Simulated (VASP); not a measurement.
# AlN (P6_3mc) in VASP: single point with PBE

Aim: the single point of AlN with PBE.

All numbers are computed with VASP 6.6.1; they aren't measurements. Logs are shortened: lines on timing, memory, paths and dates and some standing lists are left out, and cuts for length are marked.

## 1. The cell of the first run

The structure is hexagonal, space group P6_3mc (No. 186). Conventional cell: a = 3.113 Å, b = 3.113 Å, c = 4.981 Å, α = 90.00°, β = 90.00°, γ = 120.00°. Within 2.5 Å of Al (site symmetry 3m) lie 4 N at 1.89 Å. Within 2.5 Å of N (site symmetry 3m) lie 4 Al at 1.89 Å.

## 2. Single point, PBE

The input, INCAR:

```
ALGO = Normal
EDIFF = 1E-6
ENCUT = 600
GGA = PE
GGA_COMPAT = F
ISIF = 2
ISMEAR = 0
LASPH = T
LCHARG = T
LELF = T
LREAL = F
LVHAR = T
LWAVE = F
NBANDS = 16
NELM = 120
PREC = Accurate
SIGMA = 0.01
```

The input, KPOINTS:

```
k-points
0
Gamma
  12 12 4
```

The input, POSCAR:

```
AlN
1.0
    3.1130000000      0.0000000000      0.0000000000
   -1.5565000000      2.6959370800      0.0000000000
    0.0000000000      0.0000000000      4.9810000000
Al N
2 2
Direct
    0.3333333333      0.6666666667      0.0000000000
    0.6666666667      0.3333333333      0.5000000000
    0.3333333333      0.6666666667      0.3800000000
    0.6666666667      0.3333333333      0.8800000000
```

Potentials or basis: VASP PAW PBE potentials, release 64 (Al, N).

On the command line:

```sh
cat potpaw_PBE.64/Al/POTCAR potpaw_PBE.64/N/POTCAR > POTCAR
mpirun -np 1 vasp_std > vasp.out
```

OUTCAR:

```text
EDIFF = 1E-6
   ENCUT = 600
   GGA = PE
   ISIF = 2
   ISMEAR = 0
   LASPH = T
   LREAL = F
   NELM = 120
   PREC = Accurate

 ion  position               nearest neighbor table
   1  0.333  0.667  0.000-   3 1.89   4 1.89   4 1.89   4 1.89   2 3.07   2 3.07   2 3.07   2 3.07
                             2 3.07   2 3.07
   2  0.667  0.333  0.500-   4 1.89   3 1.89   3 1.89   3 1.89   1 3.07   1 3.07   1 3.07   1 3.07
                             1 3.07   1 3.07
   3  0.333  0.667  0.380-   1 1.89   2 1.89   2 1.89   2 1.89
   4  0.667  0.333  0.880-   2 1.89   1 1.89   1 1.89   1 1.89

  LATTYP: Found a hexagonal cell.
 ALAT       =     3.1130000000
 C/A-ratio  =     1.6000642467

  Lattice vectors:

 A1 = (   3.1130000000,   0.0000000000,   0.0000000000)
 A2 = (  -1.5565000000,   2.6959370800,   0.0000000000)
 A3 = (   0.0000000000,   0.0000000000,   4.9810000000)

Analysis of symmetry for initial positions (statically):
=====================================================================
 Subroutine PRICEL returns:
 Original cell was already a primitive cell.

 Routine SETGRP: Setting up the symmetry group for a
 hexagonal supercell.

 Subroutine GETGRP returns: Found 12 space group operations
 (whereof  6 operations were pure point group operations)
 out of a pool of 24 trial point group operations.

The static configuration has the point symmetry C_3v.
 The point group associated with its full space group is C_6v.

Analysis of symmetry for dynamics (positions and initial velocities):
=====================================================================
 Subroutine PRICEL returns:
 Original cell was already a primitive cell.

 Routine SETGRP: Setting up the symmetry group for a
 hexagonal supercell.

 Subroutine GETGRP returns: Found 12 space group operations
 (whereof  6 operations were pure point group operations)
 out of a pool of 24 trial point group operations.

The dynamic configuration has the point symmetry C_3v.
 The point group associated with its full space group is C_6v.

 Subroutine INISYM returns: Found 12 space group operations
 (whereof  6 operations are pure point group operations),
 and found     1 'primitive' translations

----------------------------------------------------------------------------------------

                                     Primitive cell

  volume of cell :      41.8028

  direct lattice vectors                    reciprocal lattice vectors
     3.113000000  0.000000000  0.000000000     0.321233537  0.185464269  0.000000000
    -1.556500000  2.695937080  0.000000000     0.000000000  0.370928538  0.000000000
     0.000000000  0.000000000  4.981000000     0.000000000  0.000000000  0.200762899

  length of vectors
     3.113000000  3.112999998  4.981000000     0.370928538  0.370928538  0.200762899

  position of ions in fractional coordinates (direct lattice)
     0.333333333  0.666666667  0.000000000
     0.666666667  0.333333333  0.500000000
     0.333333333  0.666666667  0.380000000
     0.666666667  0.333333333  0.880000000

  ion indices of the primitive-cell ions
   primitive index   ion index
                 1           1
                 2           2
                 3           3
                 4           4

----------------------------------------------------------------------------------------

 KPOINTS: k-points

Automatic generation of k-mesh.
 Grid dimensions read from file:
 generate k-points for:   12   12    4

 Generating k-lattice:

  Cartesian coordinates                     Fractional coordinates (reciprocal lattice)
     0.026769461  0.015455356  0.000000000     0.083333333 -0.000000000  0.000000000
     0.000000000  0.030910712  0.000000000     0.000000000  0.083333333  0.000000000
     0.000000000  0.000000000  0.050190725     0.000000000  0.000000000  0.250000000

  Length of vectors
     0.030910711  0.030910712  0.050190725

  Shift w.r.t. Gamma in fractional coordinates (k-lattice)
     0.000000000  0.000000000  0.000000000

 Subroutine IBZKPT returns following result:
 ===========================================

 Found     57 irreducible k-points:

 Following reciprocal coordinates:
            Coordinates               Weight
  0.000000  0.000000  0.000000      1.000000
  0.083333  0.000000  0.000000      6.000000
  0.166667  0.000000  0.000000      6.000000
  0.250000  0.000000  0.000000      6.000000
  0.333333  0.000000  0.000000      6.000000
  0.416667  0.000000  0.000000      6.000000
[... 16 lines left out ...]
  0.250000  0.000000  0.250000     12.000000
  0.333333  0.000000  0.250000     12.000000
 [... further k-points ...]
   k-points           NKPTS =     57   k-points in BZ     NKDIM =     57   number of bands    NBANDS=     16
   number of dos      NEDOS =    301   number of ions     NIONS =      4
   total plane-waves  NPLWV =  31360
   dimension x,y,z NGX =    28 NGY =   28 NGZ =   40
   dimension x,y,z NGXF=    56 NGYF=   56 NGZF=   80
   ions per type =               2   2
   NGX,Y,Z   is equivalent  to a cutoff of  14.95, 14.95, 13.35 a.u.
   NGXF,Y,Z  is equivalent  to a cutoff of  29.91, 29.91, 26.70 a.u.
 SYSTEM =  unknown system
   PREC   = accura    normal or accurate (medium, high low for compatibility)
   ISTART =      0    job   : 0-new  1-cont  2-samecut
   ICHARG =      2    charge: 1-file 2-atom 10-const
   ISPIN  =      1    spin polarized calculation?
   LNONCOLLINEAR =      F non collinear calculations
   LSORBIT =      F    spin-orbit coupling
   LASPH  =      T    aspherical Exc in radial PAW
   ENCUT  =  600.0 eV  44.10 Ry    6.64 a.u.   6.22  6.22  9.95*2*pi/ulx,y,z
   NELM   =    120;   NELMIN=  2; NELMDL= -5     # of ELM steps
   EDIFF  = 0.1E-05   stopping-criterion for ELM
   LREAL  =      F    real-space projection
   EDIFFG = 0.1E-04   stopping-criterion for IOM
   NSW    =      0    number of steps for IOM
   IBRION =     -1    ionic relax: 0-MD 1-quasi-New 2-CG
   NFREE  =      0    steps in history (QN), initial steepest desc. (CG)
   ISIF   =      2    stress and relaxation
   ISYM   =      2    0-nonsym 1-usesym 2-fastsym
   POTIM  = 0.5000    time-step for ionic-motion
   TEBEG  =    0.0;   TEEND  =   0.0 temperature during run
   PSTRESS=    0.0 pullay stress
   NELECT =      16.0000    total number of electrons
   NUPDOWN=      -1.0000    fix difference up-down
   EMIN   =  10.00;   EMAX   =-10.00  energy-range for DOS
   EFERMI =   0.00;   METHOD = LEGACY
   ISMEAR =     0;   SIGMA  =   0.01  broadening in eV -4-tet -1-fermi 0-gaus
   EFERMI_NEDOS =   21; number of points for ismear=-14 and -15
   IALGO  =     38    algorithm
   IMIX   =      4    mixing-type and parameters
     AMIX     =   0.40;   BMIX     =  1.00
     AMIX_MAG =   1.60;   BMIX_MAG =  1.00
  volume/ion in A,a.u.               =      10.45        70.52
  Fermi-wavevector in a.u.,A,eV,Ry     =   1.188629  2.246183 19.222843  1.412839
  Thomas-Fermi vector in A             =   2.324754
   LORBIT       =      0    0 simple, 1 ext, 2 COOP (PROOUT), +10 PAW based schemes
   GGA     = PE    functional components
   LHFCALC =     F    Hartree Fock is set to
   AEXX    =    0.0000 exact exchange contribution
   IVDW    =     0    specifies the selected vdW correction
   LEPSILON=     F    determine dielectric tensor
   LRPA    =     F    only Hartree local field effects (RPA)
 non-spin polarized calculation
 Gauss-broadening in eV      SIGMA  =   0.01
  energy-cutoff  :      600.00
  volume of cell :       41.80
 maximum number of plane-waves:      1412
 NGX is ok and might be reduce to    28
   NGX = 13   NGY = 13   NGZ = 19

 number of electron      16.0000000 magnetization

 Free energy of the ion-electron system (eV)
  ---------------------------------------------------
  ext. energy  EPLUGINS =         0.00000000
  ---------------------------------------------------
  free energy    TOTEN  =       -29.77435585 eV

  energy without entropy =      -29.77435585  energy(sigma->0) =      -29.77435585

 E-fermi :   6.1799     XC(G=0): -10.9070

 val. band max:        6.1212273764   @ k =   0.0000   0.0000   0.0000
 cond. band min:      10.3450171050   @ k =   0.0000   0.0000   0.0000
 fundamental gap:      4.2237897286
 Fermi energy:         6.1798848285

 k-point     1 :       0.0000    0.0000    0.0000
  band No.  band energies     occupation
      1      -9.0383      2.00000
      2      -6.8900      2.00000
      3       0.1482      2.00000
      4       5.2895      2.00000
      5       5.2895      2.00000
      6       5.9416      2.00000
[... 8 lines left out ...]
     15      19.2857      0.00000
     16      19.2857      0.00000

 k-point     2 :       0.0833    0.0000    0.0000
  band No.  band energies     occupation
      1      -8.9498      2.00000
      2      -6.8401      2.00000
      3       0.2533      2.00000
      4       4.8765      2.00000
      5       5.1723      2.00000
      6       5.5272      2.00000
[... 8 lines left out ...]
     15      19.3387      0.00000
     16      19.3516      0.00000

 k-point     3 :       0.1667    0.0000    0.0000
  band No.  band energies     occupation
      1      -8.6922      2.00000
      2      -6.7036      2.00000
      3       0.5633      2.00000
      4       3.8704      2.00000
      5       4.6525      2.00000
      6       4.8972      2.00000
[... 8 lines left out ...]
     15      18.5085      0.00000
     16      18.9258      0.00000

 k-point     4 :       0.2500    0.0000    0.0000
  band No.  band energies     occupation
      1      -8.2912      2.00000
      2      -6.5233      2.00000
      3       1.0596      2.00000
      4       2.6974      2.00000
      5       3.6907      2.00000
      6       4.5815      2.00000
[... 8 lines left out ...]
     15      18.2588      0.00000
     16      19.4251      0.00000

 k-point     5 :       0.3333    0.0000    0.0000
  band No.  band energies     occupation
      1      -7.7992      2.00000
      2      -6.3739      2.00000
      3       1.6438      2.00000
      4       1.7166      2.00000
      5       2.8312      2.00000
      6       4.3072      2.00000
[... 8 lines left out ...]
     15      18.2447      0.00000
     16      20.5341      0.00000

 k-point     6 :       0.4167    0.0000    0.0000
  band No.  band energies     occupation
      1      -7.3189      2.00000
      2      -6.3391      2.00000
      3       0.9520      2.00000
      4       2.2020      2.00000
      5       2.4112      2.00000
      6       4.1250      2.00000
[... 8 lines left out ...]
     15      18.7099      0.00000
     16      21.3430      0.00000
[... 267 lines left out ...]
 k-point    21 :       0.0833    0.0000    0.2500
  band No.  band energies     occupation
      1      -8.7155      2.00000
      2      -7.2621      2.00000
      3       1.0172      2.00000
      4       4.6818      2.00000
      5       5.0295      2.00000
      6       5.2753      2.00000
[... 8 lines left out ...]
     15      18.6086      0.00000
     16      18.6872      0.00000

 k-point    22 :       0.1667    0.0000    0.2500
  band No.  band energies     occupation
      1      -8.4667      2.00000
      2      -7.0911      2.00000
      3       1.2060      2.00000
      4       3.8815      2.00000
      5       4.2857      2.00000
      6       5.0236      2.00000
[... 8 lines left out ...]
     15      18.6032      0.00000
     16      18.9829      0.00000

 k-point    23 :       0.2500    0.0000    0.2500
  band No.  band energies     occupation
      1      -8.0822      2.00000
      2      -6.8505      2.00000
      3       1.3734      2.00000
      4       2.8907      2.00000
      5       3.4958      2.00000
      6       4.7284      2.00000
[... 8 lines left out ...]
     15      18.5302      0.00000
     16      19.4791      0.00000

 k-point    24 :       0.3333    0.0000    0.2500
  band No.  band energies     occupation
      1      -7.6178      2.00000
      2      -6.6148      2.00000
      3       1.1489      2.00000
      4       2.0959      2.00000
      5       3.1465      2.00000
      6       4.4681      2.00000
[... 8 lines left out ...]
     15      18.5194      0.00000
     16      20.2821      0.00000

 [... further k-points ...]

------------------------ aborting loop because EDIFF is reached ----------------------------------------

  FORCE on cell =-STRESS in cart. coord.  units (eV):
  Direction    XX          YY          ZZ          XY          YZ          ZX
  --------------------------------------------------------------------------------------
  -------------------------------------------------------------------------------------
  Total        0.7285506      0.7285506      1.1599592      0.0000000      0.0000000     -0.0000000
  in kB       27.9231817     27.9231817     44.4577921      0.0000000      0.0000000     -0.0000000
  external PRESSURE =      33.4347185 kB  Pullay stress =       0.0000000 kB

 VOLUME and BASIS-vectors are now :
 -----------------------------------------------------------------------------
  energy-cutoff  :      600.00
  volume of cell :       41.80
      direct lattice vectors                 reciprocal lattice vectors
     3.113000000  0.000000000  0.000000000     0.321233537  0.185464269  0.000000000
    -1.556500000  2.695937080  0.000000000     0.000000000  0.370928538  0.000000000
     0.000000000  0.000000000  4.981000000     0.000000000  0.000000000  0.200762899

 POSITION                                       TOTAL-FORCE (eV/Angst)
 -----------------------------------------------------------------------------------
     -0.00000      1.79729      0.00000        -0.000000     -0.000000     -0.128922
      1.55650      0.89865      2.49050         0.000000      0.000000     -0.128922
     -0.00000      1.79729      1.89278         0.000000     -0.000000      0.128922
      1.55650      0.89865      4.38328        -0.000000      0.000000      0.128922
 -----------------------------------------------------------------------------------
    total drift:                               -0.000000      0.000000      0.000397

  FREE ENERGIE OF THE ION-ELECTRON SYSTEM (eV)
  ---------------------------------------------------
  free  energy   TOTEN  =       -29.7743558462 eV

  energy  without entropy=      -29.7743558462  energy(sigma->0) =      -29.77435585
```

Run time: 82 s. Hardware: 1 thread of Intel Xeon 8259CL, shared host; peak memory 0.19 GiB.

Results:

```yaml
Free_energy: -29.7744 eV
Pressure: 3.3 GPa
Largest_force: 0.129 eV/Å
Band_gap_on_the_k_mesh: 4.22 eV, direct
```

Forces on the atoms (eV/Å):
```
Al   0.000  0.000 -0.129
Al   0.000  0.000 -0.129
N    0.000  0.000  0.129
N    0.000  0.000  0.129
```

Stress tensor (GPa, compression positive):
```
2.79 0.00 0.00
0.00 2.79 0.00
0.00 0.00 4.45
```

A k mesh can miss the band edges. PBE gaps usually lie below the measured ones, often by a third to a half.
